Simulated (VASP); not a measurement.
# GaP4 (Cmmm) in VASP: further runs

GaP4 is run at these levels: PBE; tasks: relaxation of cell and atoms, single point.

Program: VASP 6.6.1. These are calculated values, not measurements. Logs are shortened: lines on timing, memory, paths and dates and some standing lists are left out, and cuts for length are marked.

## (1) The cell of the first run

The structure is orthorhombic, space group Cmmm (No. 65). Conventional cell: a = 4.912 Å, b = 5.110 Å, c = 7.036 Å, α = 90.00°, β = 90.00°, γ = 90.00°. Within 3.6 Å of Ga (site symmetry mmm) lie 12 P at 2.72 to 3.59 Å and 4 Ga at 3.54 Å. P (site symmetry m) has 5 P at 2.32 to 2.79 Å and 1 Ga at 2.72 Å within 3.1 Å.

## (2) Relaxation of cell and atoms, PBE

The input, INCAR:

```
ALGO = Normal
EDIFF = 1E-6
EDIFFG = -0.01
ENCUT = 600
GGA = PE
IBRION = 2
ISIF = 3
ISMEAR = 0
LASPH = T
LCHARG = F
LREAL = F
LWAVE = F
NELM = 100
NSW = 100
PREC = Accurate
SIGMA = 0.1
```

The input, KPOINTS:

```
k-points
0
Gamma
  10 10 6
```

The input, POSCAR:

```
GaP4
1.0
    2.4557717899     -2.5551577165      0.0000000000
    2.4557717899      2.5551577165      0.0000000000
    0.0000000000      0.0000000000      7.0364942672
Ga P
1 4
Direct
    0.5000000000      0.5000000000      0.0000000000
    0.7728167149      0.2271832851      0.6672683966
    0.2271832851      0.7728167149      0.6672683966
    0.2271832851      0.7728167149      0.3327316034
    0.7728167149      0.2271832851      0.3327316034
```

Potentials or basis: VASP PAW PBE potentials, release 64 (Ga_d, P).

On the command line:

```console
> cat potpaw_PBE.64/Ga_d/POTCAR potpaw_PBE.64/P/POTCAR > POTCAR
> mpirun -np 1 vasp_std > vasp.out
```

OUTCAR:

```text
EDIFF = 1E-6
   EDIFFG = -0.01
   ENCUT = 600
   GGA = PE
   IBRION = 2
   ISIF = 3
   ISMEAR = 0
   LASPH = T
   LREAL = F
   NELM = 100
   NSW = 100
   PREC = Accurate

 ion  position               nearest neighbor table
   1  0.500  0.500  0.000-   2 2.72   3 2.72   4 2.72   5 2.72
   2  0.773  0.227  0.667-   3 2.32   5 2.35   3 2.47   3 2.47   1 2.72   3 2.79
   3  0.227  0.773  0.667-   2 2.32   4 2.35   2 2.47   2 2.47   1 2.72   2 2.79
   4  0.227  0.773  0.333-   5 2.32   3 2.35   5 2.47   5 2.47   1 2.72   5 2.79
   5  0.773  0.227  0.333-   4 2.32   2 2.35   4 2.47   4 2.47   1 2.72   4 2.79

  LATTYP: Found a base centered orthorhombic cell.
 ALAT       =     4.9115435798
 B/A-ratio  =     1.0404703430
 C/A-ratio  =     1.4326441684

  Lattice vectors:

 A1 = (   2.4557717899,  -2.5551577165,   0.0000000000)
 A2 = (   2.4557717899,   2.5551577165,   0.0000000000)
 A3 = (   0.0000000000,   0.0000000000,   7.0364942672)

Analysis of symmetry for initial positions (statically):
=====================================================================
 Subroutine PRICEL returns:
 Original cell was already a primitive cell.

 Routine SETGRP: Setting up the symmetry group for a
 base centered orthorhombic supercell.

 Subroutine GETGRP returns: Found  8 space group operations
 (whereof  8 operations were pure point group operations)
 out of a pool of  8 trial point group operations.

The static configuration has the point symmetry D_2h.

Analysis of symmetry for dynamics (positions and initial velocities):
=====================================================================
 Subroutine PRICEL returns:
 Original cell was already a primitive cell.

 Routine SETGRP: Setting up the symmetry group for a
 base centered orthorhombic supercell.

 Subroutine GETGRP returns: Found  8 space group operations
 (whereof  8 operations were pure point group operations)
 out of a pool of  8 trial point group operations.

The dynamic configuration has the point symmetry D_2h.

 Subroutine INISYM returns: Found  8 space group operations
 (whereof  8 operations are pure point group operations),
 and found     1 'primitive' translations

----------------------------------------------------------------------------------------

                                     Primitive cell

  volume of cell :      88.3064

  direct lattice vectors                    reciprocal lattice vectors
     2.455771790 -2.555157717  0.000000000     0.203601980 -0.195682637  0.000000000
     2.455771790  2.555157717  0.000000000     0.203601980  0.195682637  0.000000000
     0.000000000  0.000000000  7.036494267     0.000000000  0.000000000  0.142116225

  length of vectors
     3.543959091  3.543959091  7.036494267     0.282392388  0.282392388  0.142116225

  position of ions in fractional coordinates (direct lattice)
     0.500000000  0.500000000  0.000000000
     0.772816715  0.227183285  0.667268397
     0.227183285  0.772816715  0.667268397
     0.227183285  0.772816715  0.332731603
     0.772816715  0.227183285  0.332731603

  ion indices of the primitive-cell ions
   primitive index   ion index
                 1           1
                 2           2
                 3           3
                 4           4
                 5           5

----------------------------------------------------------------------------------------

 KPOINTS: k-points

Automatic generation of k-mesh.
 Grid dimensions read from file:
 generate k-points for:   10   10    6

 Generating k-lattice:

  Cartesian coordinates                     Fractional coordinates (reciprocal lattice)
     0.020360198 -0.019568264  0.000000000     0.100000000  0.000000000  0.000000000
     0.020360198  0.019568264  0.000000000     0.000000000  0.100000000  0.000000000
     0.000000000  0.000000000  0.023686037     0.000000000  0.000000000  0.166666667

  Length of vectors
     0.028239239  0.028239239  0.023686037

  Shift w.r.t. Gamma in fractional coordinates (k-lattice)
     0.000000000  0.000000000  0.000000000

 Subroutine IBZKPT returns following result:
 ===========================================

 Found    124 irreducible k-points:

 Following reciprocal coordinates:
            Coordinates               Weight
  0.000000  0.000000  0.000000      1.000000
  0.100000  0.000000  0.000000      4.000000
  0.200000  0.000000  0.000000      4.000000
  0.300000 -0.000000  0.000000      4.000000
  0.400000 -0.000000  0.000000      4.000000
  0.500000 -0.000000  0.000000      2.000000
[... 16 lines left out ...]
  0.300000  0.300000  0.000000      2.000000
  0.400000  0.300000  0.000000      4.000000
 [... further k-points ...]
   k-points           NKPTS =    124   k-points in BZ     NKDIM =    124   number of bands    NBANDS=     20
   number of dos      NEDOS =    301   number of ions     NIONS =      5
   total plane-waves  NPLWV =  43904
   dimension x,y,z NGX =    28 NGY =   28 NGZ =   56
   dimension x,y,z NGXF=    56 NGYF=   56 NGZF=  112
   ions per type =               1   4
   NGX,Y,Z   is equivalent  to a cutoff of  13.13, 13.13, 13.23 a.u.
   NGXF,Y,Z  is equivalent  to a cutoff of  26.27, 26.27, 26.46 a.u.
 SYSTEM =  unknown system
   PREC   = accura    normal or accurate (medium, high low for compatibility)
   ISTART =      0    job   : 0-new  1-cont  2-samecut
   ICHARG =      2    charge: 1-file 2-atom 10-const
   ISPIN  =      1    spin polarized calculation?
   LNONCOLLINEAR =      F non collinear calculations
   LSORBIT =      F    spin-orbit coupling
   LASPH  =      T    aspherical Exc in radial PAW
   ENCUT  =  600.0 eV  44.10 Ry    6.64 a.u.   7.08  7.08 14.05*2*pi/ulx,y,z
   NELM   =    100;   NELMIN=  2; NELMDL= -5     # of ELM steps
   EDIFF  = 0.1E-05   stopping-criterion for ELM
   LREAL  =      F    real-space projection
   EDIFFG = -.1E-01   stopping-criterion for IOM
   NSW    =    100    number of steps for IOM
   IBRION =      2    ionic relax: 0-MD 1-quasi-New 2-CG
   NFREE  =      1    steps in history (QN), initial steepest desc. (CG)
   ISIF   =      3    stress and relaxation
   ISYM   =      2    0-nonsym 1-usesym 2-fastsym
   POTIM  = 0.5000    time-step for ionic-motion
   TEBEG  =    0.0;   TEEND  =   0.0 temperature during run
   PSTRESS=    0.0 pullay stress
   NELECT =      33.0000    total number of electrons
   NUPDOWN=      -1.0000    fix difference up-down
   EMIN   =  10.00;   EMAX   =-10.00  energy-range for DOS
   EFERMI =   0.00;   METHOD = LEGACY
   ISMEAR =     0;   SIGMA  =   0.10  broadening in eV -4-tet -1-fermi 0-gaus
   EFERMI_NEDOS =   21; number of points for ismear=-14 and -15
   IALGO  =     38    algorithm
   IMIX   =      4    mixing-type and parameters
     AMIX     =   0.40;   BMIX     =  1.00
     AMIX_MAG =   1.60;   BMIX_MAG =  1.00
  volume/ion in A,a.u.               =      17.66       119.18
  Fermi-wavevector in a.u.,A,eV,Ry     =   1.179185  2.228337 18.918607  1.390478
  Thomas-Fermi vector in A             =   2.315501
   LORBIT       =      0    0 simple, 1 ext, 2 COOP (PROOUT), +10 PAW based schemes
   GGA     = PE    functional components
   LHFCALC =     F    Hartree Fock is set to
   AEXX    =    0.0000 exact exchange contribution
   IVDW    =     0    specifies the selected vdW correction
   LEPSILON=     F    determine dielectric tensor
   LRPA    =     F    only Hartree local field effects (RPA)
 conjugate gradient relaxation of ions
 non-spin polarized calculation
 Gauss-broadening in eV      SIGMA  =   0.10
  energy-cutoff  :      600.00
  volume of cell :       88.31
 maximum number of plane-waves:      2978
   NGX = 15   NGY = 15   NGZ = 29

--------------------------------------- Ionic step        1  -------------------------------------------

 number of electron      33.0000016 magnetization

 Free energy of the ion-electron system (eV)
  ---------------------------------------------------
  ext. energy  EPLUGINS =         0.00000000
  ---------------------------------------------------
  free energy    TOTEN  =       -23.37157604 eV

  energy without entropy =      -23.36221719  energy(sigma->0) =      -23.36689661

------------------------ aborting loop because EDIFF is reached ----------------------------------------

  FORCE on cell =-STRESS in cart. coord.  units (eV):
  Direction    XX          YY          ZZ          XY          YZ          ZX
  --------------------------------------------------------------------------------------
  -------------------------------------------------------------------------------------
  Total       -0.1614780     -0.1541616      0.1182529      0.0000000      0.0000000      0.0000000
  in kB       -2.9297589     -2.7970148      2.1455083      0.0000000      0.0000000      0.0000000
  external PRESSURE =      -1.1937552 kB  Pullay stress =       0.0000000 kB
[... 98 lines left out ...]
  FREE ENERGIE OF THE ION-ELECTRON SYSTEM (eV)
  ---------------------------------------------------
  free  energy   TOTEN  =       -23.3723368661 eV

  energy  without entropy=      -23.3622846452  energy(sigma->0) =      -23.36731076

[... ionic steps 4 to 9 ...]

--------------------------------------- Ionic step       10  -------------------------------------------

 number of electron      33.0000017 magnetization

------------------------ aborting loop because EDIFF is reached ----------------------------------------

  FORCE on cell =-STRESS in cart. coord.  units (eV):
  Direction    XX          YY          ZZ          XY          YZ          ZX
  --------------------------------------------------------------------------------------
  -------------------------------------------------------------------------------------
  Total        0.0132279      0.0115755     -0.0151683      0.0000000      0.0000000      0.0000000
  in kB        0.2399835      0.2100052     -0.2751868      0.0000000      0.0000000      0.0000000
  external PRESSURE =       0.0582673 kB  Pullay stress =       0.0000000 kB
[... 63 lines left out ...]
  energy  without entropy=      -23.3622556881  energy(sigma->0) =      -23.36741340

--------------------------------------- Ionic step       12  -------------------------------------------

 number of electron      33.0000018 magnetization

 Free energy of the ion-electron system (eV)
  ---------------------------------------------------
  ext. energy  EPLUGINS =         0.00000000
  ---------------------------------------------------
  free energy    TOTEN  =       -23.37261184 eV

  energy without entropy =      -23.36249443  energy(sigma->0) =      -23.36755313

 E-fermi :   7.1073     XC(G=0): -10.4743

 val. band max:        7.1041799886   @ k =   0.2000   0.1000   0.0000
 cond. band min:       7.1078862662   @ k =   0.3000  -0.0000   0.5000
 fundamental gap:      0.0037062776
 Fermi energy:         7.1073310696

 k-point     1 :       0.0000    0.0000    0.0000
  band No.  band energies     occupation
      1      -8.6378      2.00000
      2      -7.8559      2.00000
      3      -7.8251      2.00000
      4      -7.8213      2.00000
      5      -7.7834      2.00000
      6      -7.7538      2.00000
[... 12 lines left out ...]
     19      10.1514      0.00000
[... 513 lines left out ...]
      4      -7.7912      2.00000
      5      -7.7734      2.00000
      6      -6.0144      2.00000
[... 12 lines left out ...]
     19       9.5313      0.00000
     20       9.6463      0.00000

 [... further k-points ...]
[... 5 lines left out ...]
  --------------------------------------------------------------------------------------
  -------------------------------------------------------------------------------------
  Total       -0.0155905     -0.0293825     -0.0136231      0.0000000      0.0000000      0.0000000
  in kB       -0.2825485     -0.5325050     -0.2468930      0.0000000      0.0000000      0.0000000
  external PRESSURE =      -0.3539822 kB  Pullay stress =       0.0000000 kB
[... 20 lines left out ...]
  FREE ENERGIE OF THE ION-ELECTRON SYSTEM (eV)
  ---------------------------------------------------
  free  energy   TOTEN  =       -23.3726118391 eV

  energy  without entropy=      -23.3624944254  energy(sigma->0) =      -23.36755313

 reached required accuracy - stopping structural energy minimisation
```

Wall time 14 min (1 thread of Intel Xeon Platinum 8488C (Sapphire Rapids), shared host); peak memory 0.39 GiB.

Results:

* Free energy: -23.3726 eV
* Relaxed volume: 17.68 Å³/atom
* Relaxed cell: a = 3.539 Å, b = 3.539 Å, c = 7.065 Å, α = 90.00°, β = 90.00°, γ = 92.35°
* Space group after relaxing (to 0.05 Å): Cmmm (No. 65)
* Energy gained by relaxing: 0.2 meV/atom
* Ionic steps: 12
* Pressure after relaxing: 0.0 GPa
* Largest force after relaxing: 0.005 eV/Å

Forces on the atoms (eV/Å):
```
Ga   0.000  0.000  0.000
P    0.000  0.003 -0.004
P    0.000 -0.003 -0.004
P    0.000 -0.003  0.004
P    0.000  0.003  0.004
```

The path:
| step | energy change (eV) | largest force (eV/Å) | pressure (GPa) | volume (Å³) |
| --- | --- | --- | --- | --- |
| 1 | 0.0000 | 0.0516 | -0.12 | 88.31 |
| 2 | -0.0007 | 0.0147 | 0.10 | 88.14 |
| 3 | -0.0008 | 0.0073 | 0.14 | 88.09 |
| 4 | -0.0008 | 0.0065 | 0.15 | 88.08 |
| 5 | -0.0009 | 0.0140 | 0.01 | 88.27 |
| 6 | -0.0009 | 0.0147 | -0.01 | 88.29 |
| 7 | -0.0009 | 0.0168 | -0.04 | 88.34 |
| 8 | -0.0009 | 0.0155 | 0.02 | 88.30 |
| 9 | -0.0009 | 0.0159 | -0.03 | 88.32 |
| 10 | -0.0009 | 0.0157 | 0.01 | 88.31 |
| 11 | -0.0010 | 0.0114 | -0.02 | 88.35 |
| 12 | -0.0010 | 0.0053 | -0.04 | 88.40 |

Final structure:
```
Ga P
1.0
     2.45059   -2.55320    0.00000
     2.45059    2.55320    0.00000
     0.00000    0.00000    7.06465
Ga P
1 4
Direct
  0.50000 0.50000 0.00000
  0.77354 0.22646 0.66662
  0.22646 0.77354 0.66662
  0.22646 0.77354 0.33338
  0.77354 0.22646 0.33338
```

Levels at points of the mesh, in eV from the Fermi level:
```tsv
k point	band 12	band 13	band 14	band 15	band 16	band 17	band 18	band 19	band 20
(0.00, 0.00, 0.00)	-3.89	-3.26	-3.08	-2.55	-1.39	-0.73	0.87	3.04	4.26
(0.50, 0.00, 0.00)	-3.22	-1.73	-1.40	-0.68	-0.44	-0.22	0.01	0.86	1.16
(0.50, 0.50, 0.00)	-5.89	-5.82	-4.59	-4.26	-1.81	-0.34	2.21	2.35	2.46
(0.00, 0.00, 0.50)	-4.67	-4.16	-3.12	-2.66	0.02	1.09	2.34	2.49	3.65
(0.50, 0.00, 0.50)	-4.37	-3.16	-2.28	-1.43	-1.13	-0.57	-0.18	0.64	1.43
(0.50, 0.50, 0.50)	-6.50	-6.10	-3.35	-3.33	-1.91	-0.72	0.82	1.39	1.94
```

[end of part 1 of 2]
